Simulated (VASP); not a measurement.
# Nb2B (P6_3/mmc) in VASP: relaxation of cell and atoms with PBE

Aim: the relaxation of cell and atoms of Nb2B with PBE.

Everything below comes from runs of VASP 6.6.1. Logs are shortened: lines on timing, memory, paths and dates and some standing lists are left out, and cuts for length are marked.

## Step 1: The cell of the first run

The structure is hexagonal, space group P6_3/mmc (No. 194). Conventional cell: a = 4.312 Å, b = 4.312 Å, c = 5.150 Å, α = 90.00°, β = 90.00°, γ = 120.00°. Within 3.4 Å of Nb (site symmetry -3m) lie 8 Nb at 2.58 to 2.80 Å and 6 B at 2.80 Å. Within 3.3 Å of Nb (site symmetry -6m2) lie 5 B at 2.49 to 2.58 Å and 6 Nb at 2.80 Å. Within 3.3 Å of B (site symmetry -6m2) lie 11 Nb at 2.49 to 2.80 Å.

The cell was generated, and may not be a known phase.

## Step 2: Relaxation of cell and atoms, PBE

The input, INCAR:

```
PREC = Accurate ; ENCUT = 600
EDIFF = 1E-7 ; ISMEAR = 0
SIGMA = 0.1 ; LREAL = False
LASPH = True ; NELM = 80
ALGO = Fast ; ISIF = 3
LWAVE = False ; LCHARG = False
GGA = PE ; IBRION = 2
NSW = 100 ; EDIFFG = -0.01
```

The input, KPOINTS:

```
regular mesh
0
Gamma
  12 12 8
```

The input, POSCAR:

```
Nb2B
1.0
    4.3122481400      0.0000000000      0.0000000000
   -2.1561240700      3.7345164400      0.0000000000
    0.0000000000      0.0000000000      5.1501283300
Nb B
4 2
Direct
    0.0000000000      0.0000000000      0.0000000000
    0.0000000000      0.0000000000      0.5000000000
    0.3333333300      0.6666666700      0.7500000000
    0.6666666700      0.3333333300      0.2500000000
    0.3333333300      0.6666666700      0.2500000000
    0.6666666700      0.3333333300      0.7500000000
```

Potentials or basis: VASP PAW PBE potentials, release 64 (Nb_sv, B).

Command:

```bash
$ cat potpaw_PBE.64/Nb_sv/POTCAR potpaw_PBE.64/B/POTCAR > POTCAR
$ mpirun -np 1 vasp_std > vasp.out
```

OUTCAR:

```text
PREC = Accurate
   ENCUT = 600
   EDIFF = 1E-7
   ISMEAR = 0
   LREAL = False
   LASPH = True
   NELM = 80
   ISIF = 3
   GGA = PE
   IBRION = 2
   NSW = 100
   EDIFFG = -0.01

 ion  position               nearest neighbor table
   1  0.000  0.000  0.000-   2 2.58   2 2.58   4 2.80   3 2.80   4 2.80   3 2.80   4 2.80   3 2.80

   2  0.000  0.000  0.500-   1 2.58   1 2.58   4 2.80   3 2.80   4 2.80   3 2.80   4 2.80   3 2.80

   3  0.333  0.667  0.750-   6 2.49   6 2.49   6 2.49   5 2.58   5 2.58   1 2.80   2 2.80   2 2.80
                             1 2.80   2 2.80   1 2.80
   4  0.667  0.333  0.250-   5 2.49   5 2.49   5 2.49   6 2.58   6 2.58   1 2.80   2 2.80   1 2.80
                             2 2.80   1 2.80   2 2.80
   5  0.333  0.667  0.250-   4 2.49   4 2.49   4 2.49   3 2.58   3 2.58
   6  0.667  0.333  0.750-   3 2.49   3 2.49   3 2.49   4 2.58   4 2.58

  LATTYP: Found a hexagonal cell.
 ALAT       =     4.3122481400
 C/A-ratio  =     1.1943024063

  Lattice vectors:

 A1 = (   4.3122481400,   0.0000000000,   0.0000000000)
 A2 = (  -2.1561240700,   3.7345164400,   0.0000000000)
 A3 = (   0.0000000000,   0.0000000000,   5.1501283300)

Analysis of symmetry for initial positions (statically):
=====================================================================
 Subroutine PRICEL returns:
 Original cell was already a primitive cell.

 Routine SETGRP: Setting up the symmetry group for a
 hexagonal supercell.

 Subroutine GETGRP returns: Found 24 space group operations
 (whereof 12 operations were pure point group operations)
 out of a pool of 24 trial point group operations.

The static configuration has the point symmetry D_3d.
 The point group associated with its full space group is D_6h.

Analysis of symmetry for dynamics (positions and initial velocities):
=====================================================================
 Subroutine PRICEL returns:
 Original cell was already a primitive cell.

 Routine SETGRP: Setting up the symmetry group for a
 hexagonal supercell.

 Subroutine GETGRP returns: Found 24 space group operations
 (whereof 12 operations were pure point group operations)
 out of a pool of 24 trial point group operations.

The dynamic configuration has the point symmetry D_3d.
 The point group associated with its full space group is D_6h.

 Subroutine INISYM returns: Found 24 space group operations
 (whereof 12 operations are pure point group operations),
 and found     1 'primitive' translations

----------------------------------------------------------------------------------------

                                     Primitive cell

  volume of cell :      82.9385

  direct lattice vectors                    reciprocal lattice vectors
     4.312248140  0.000000000  0.000000000     0.231897601  0.133886142  0.000000000
    -2.156124070  3.734516440  0.000000000     0.000000000  0.267772285  0.000000000
     0.000000000  0.000000000  5.150128330     0.000000000  0.000000000  0.194169919

  length of vectors
     4.312248140  4.312248143  5.150128330     0.267772285  0.267772285  0.194169919

  position of ions in fractional coordinates (direct lattice)
     0.000000000  0.000000000  0.000000000
     0.000000000  0.000000000  0.500000000
     0.333333330  0.666666670  0.750000000
     0.666666670  0.333333330  0.250000000
     0.333333330  0.666666670  0.250000000
     0.666666670  0.333333330  0.750000000

  ion indices of the primitive-cell ions
   primitive index   ion index
                 1           1
                 2           2
                 3           3
                 4           4
                 5           5
                 6           6

----------------------------------------------------------------------------------------

 KPOINTS: regular mesh

Automatic generation of k-mesh.
 Grid dimensions read from file:
 generate k-points for:   12   12    8

 Generating k-lattice:

  Cartesian coordinates                     Fractional coordinates (reciprocal lattice)
     0.019324800  0.011157179  0.000000000     0.083333333  0.000000000  0.000000000
     0.000000000  0.022314357  0.000000000     0.000000000  0.083333333  0.000000000
     0.000000000  0.000000000  0.024271240     0.000000000  0.000000000  0.125000000

  Length of vectors
     0.022314357  0.022314357  0.024271240

  Shift w.r.t. Gamma in fractional coordinates (k-lattice)
     0.000000000  0.000000000  0.000000000

 Subroutine IBZKPT returns following result:
 ===========================================

 Found     95 irreducible k-points:

 Following reciprocal coordinates:
            Coordinates               Weight
  0.000000  0.000000  0.000000      1.000000
  0.083333 -0.000000  0.000000      6.000000
  0.166667  0.000000  0.000000      6.000000
  0.250000  0.000000  0.000000      6.000000
  0.333333 -0.000000  0.000000      6.000000
  0.416667  0.000000  0.000000      6.000000
[... 16 lines left out ...]
  0.250000  0.000000  0.125000     12.000000
  0.333333 -0.000000  0.125000     12.000000
 [... further k-points ...]
   k-points           NKPTS =     95   k-points in BZ     NKDIM =     95   number of bands    NBANDS=     34
   number of dos      NEDOS =    301   number of ions     NIONS =      6
   total plane-waves  NPLWV =  54432
   dimension x,y,z NGX =    36 NGY =   36 NGZ =   42
   dimension x,y,z NGXF=    72 NGYF=   72 NGZF=   84
   ions per type =               4   2
   NGX,Y,Z   is equivalent  to a cutoff of  13.88, 13.88, 13.56 a.u.
   NGXF,Y,Z  is equivalent  to a cutoff of  27.76, 27.76, 27.12 a.u.
 SYSTEM =  unknown system
   PREC   = accura    normal or accurate (medium, high low for compatibility)
   ISTART =      0    job   : 0-new  1-cont  2-samecut
   ICHARG =      2    charge: 1-file 2-atom 10-const
   ISPIN  =      1    spin polarized calculation?
   LNONCOLLINEAR =      F non collinear calculations
   LSORBIT =      F    spin-orbit coupling
   LASPH  =      T    aspherical Exc in radial PAW
   ENCUT  =  600.0 eV  44.10 Ry    6.64 a.u.   8.61  8.61 10.29*2*pi/ulx,y,z
   NELM   =     80;   NELMIN=  2; NELMDL= -5     # of ELM steps
   EDIFF  = 0.1E-06   stopping-criterion for ELM
   LREAL  =      F    real-space projection
   EDIFFG = -.1E-01   stopping-criterion for IOM
   NSW    =    100    number of steps for IOM
   IBRION =      2    ionic relax: 0-MD 1-quasi-New 2-CG
   NFREE  =      1    steps in history (QN), initial steepest desc. (CG)
   ISIF   =      3    stress and relaxation
   ISYM   =      2    0-nonsym 1-usesym 2-fastsym
   POTIM  = 0.5000    time-step for ionic-motion
   TEBEG  =    0.0;   TEEND  =   0.0 temperature during run
   PSTRESS=    0.0 pullay stress
   NELECT =      58.0000    total number of electrons
   NUPDOWN=      -1.0000    fix difference up-down
   EMIN   =  10.00;   EMAX   =-10.00  energy-range for DOS
   EFERMI =   0.00;   METHOD = LEGACY
   ISMEAR =     0;   SIGMA  =   0.10  broadening in eV -4-tet -1-fermi 0-gaus
   EFERMI_NEDOS =   21; number of points for ismear=-14 and -15
   IALGO  =     68    algorithm
   IMIX   =      4    mixing-type and parameters
     AMIX     =   0.40;   BMIX     =  1.00
     AMIX_MAG =   1.60;   BMIX_MAG =  1.00
  volume/ion in A,a.u.               =      13.82        93.28
  Fermi-wavevector in a.u.,A,eV,Ry     =   1.453111  2.745982 28.729129  2.111531
  Thomas-Fermi vector in A             =   2.570415
   LORBIT       =      0    0 simple, 1 ext, 2 COOP (PROOUT), +10 PAW based schemes
   GGA     = PE    functional components
   LHFCALC =     F    Hartree Fock is set to
   AEXX    =    0.0000 exact exchange contribution
   IVDW    =     0    specifies the selected vdW correction
   LEPSILON=     F    determine dielectric tensor
   LRPA    =     F    only Hartree local field effects (RPA)
 conjugate gradient relaxation of ions
 non-spin polarized calculation
 RMM-DIIS sequential band-by-band and
 Gauss-broadening in eV      SIGMA  =   0.10
  energy-cutoff  :      600.00
  volume of cell :       82.94
 maximum number of plane-waves:      2804
 NGX is ok and might be reduce to    36
   NGX = 17   NGY = 17   NGZ = 21

--------------------------------------- Ionic step        1  -------------------------------------------

 number of electron      57.9999998 magnetization

 Free energy of the ion-electron system (eV)
  ---------------------------------------------------
  ext. energy  EPLUGINS =         0.00000000
  ---------------------------------------------------
  free energy    TOTEN  =       -54.22687640 eV

  energy without entropy =      -54.20350296  energy(sigma->0) =      -54.21518968

------------------------ aborting loop because EDIFF is reached ----------------------------------------

  FORCE on cell =-STRESS in cart. coord.  units (eV):
  Direction    XX          YY          ZZ          XY          YZ          ZX
  --------------------------------------------------------------------------------------
  -------------------------------------------------------------------------------------
  Total        0.5268402      0.5268402      0.4527276      0.0000000     -0.0000000      0.0000000
  in kB       10.1773169     10.1773169      8.7456357      0.0000000     -0.0000000      0.0000000
  external PRESSURE =       9.7000898 kB  Pullay stress =       0.0000000 kB
[... 145 lines left out ...]
  energy  without entropy=      -54.2046654515  energy(sigma->0) =      -54.21641959

--------------------------------------- Ionic step        5  -------------------------------------------

 number of electron      57.9999999 magnetization

 Free energy of the ion-electron system (eV)
  ---------------------------------------------------
  ext. energy  EPLUGINS =         0.00000000
  ---------------------------------------------------
  free energy    TOTEN  =       -54.22819231 eV

  energy without entropy =      -54.20466055  energy(sigma->0) =      -54.21642643

 E-fermi :  11.3999     XC(G=0): -12.6221

 val. band max:       11.3916910833   @ k =   0.1667   0.0833   0.3750
 cond. band min:      11.4119389060   @ k =   0.4167   0.0000   0.2500
 fundamental gap:      0.0202478228
 Fermi energy:        11.3998518206

 k-point     1 :       0.0000    0.0000    0.0000
  band No.  band energies     occupation
      1     -43.6291      2.00000
      2     -43.5185      2.00000
      3     -43.1270      2.00000
      4     -42.9010      2.00000
      5     -20.3098      2.00000
      6     -20.0078      2.00000
[... 877 lines left out ...]
     33      13.0326      0.00000
     34      13.8808      0.00000

 [... further k-points ...]
[... 5 lines left out ...]
  --------------------------------------------------------------------------------------
  -------------------------------------------------------------------------------------
  Total       -0.0221886     -0.0221886     -0.0149746      0.0000000      0.0000000      0.0000000
  in kB       -0.4264356     -0.4264356     -0.2877921      0.0000000      0.0000000      0.0000000
  external PRESSURE =      -0.3802211 kB  Pullay stress =       0.0000000 kB
[... 21 lines left out ...]
  FREE ENERGIE OF THE ION-ELECTRON SYSTEM (eV)
  ---------------------------------------------------
  free  energy   TOTEN  =       -54.2281923141 eV

  energy  without entropy=      -54.2046605485  energy(sigma->0) =      -54.21642643

 reached required accuracy - stopping structural energy minimisation
```

It took 25 min on 1 thread of Intel Xeon 6975P-C (Granite Rapids), shared host; peak memory 0.42 GiB.

What came out:

| Quantity | Value |
| --- | --- |
| Free energy | -54.2282 eV |
| Relaxed volume | 13.89 Å³/atom |
| Relaxed cell | a = 4.321 Å, b = 4.321 Å, c = 5.156 Å, α = 90.00°, β = 90.00°, γ = 120.00° |
| Space group after relaxing (to 0.1 Å) | P6_3/mmc (No. 194) |
| Energy gained by relaxing | 0.2 meV/atom |
| Ionic steps | 5 |
| Pressure after relaxing | 0.0 GPa |
| Band gap on the k mesh | zero (bands 29 and 30 overlap by 1.99 eV) |

The path:
| step | energy change (eV) | largest force (eV/Å) | pressure (GPa) | volume (Å³) |
| --- | --- | --- | --- | --- |
| 1 | 0.0000 | 0.0000 | 0.97 | 82.94 |
| 2 | 0.0014 | 0.0000 | -1.46 | 83.95 |
| 3 | -0.0013 | 0.0000 | 0.00 | 83.36 |
| 4 | -0.0013 | 0.0000 | -0.03 | 83.36 |
| 5 | -0.0013 | 0.0000 | -0.04 | 83.37 |

Final structure:
```
Nb B
1.0
     4.32088    0.00000    0.00000
    -2.16044    3.74199    0.00000
     0.00000    0.00000    5.15598
Nb B
4 2
Direct
  0.00000 0.00000 0.00000
  0.00000 0.00000 0.50000
  0.33333 0.66667 0.75000
  0.66667 0.33333 0.25000
  0.33333 0.66667 0.25000
  0.66667 0.33333 0.75000
```

Levels at points of the mesh, in eV from the Fermi level:
```csv
k point,band 27,band 28,band 29,band 30,band 31,band 32
"(0.00, 0.00, 0.00)",-1.75,-1.75,1.28,1.28,1.47,1.68
"(0.50, 0.00, 0.00)",-1.59,-1.34,-0.48,-0.04,0.84,0.84
"(0.00, 0.00, 0.50)",-1.90,-1.90,1.08,1.08,2.88,2.88
"(0.50, 0.00, 0.50)",-1.48,-1.48,0.08,0.08,0.71,0.71
```

The gap in the log of VASP goes by the Fermi energy; the results here count the filled bands.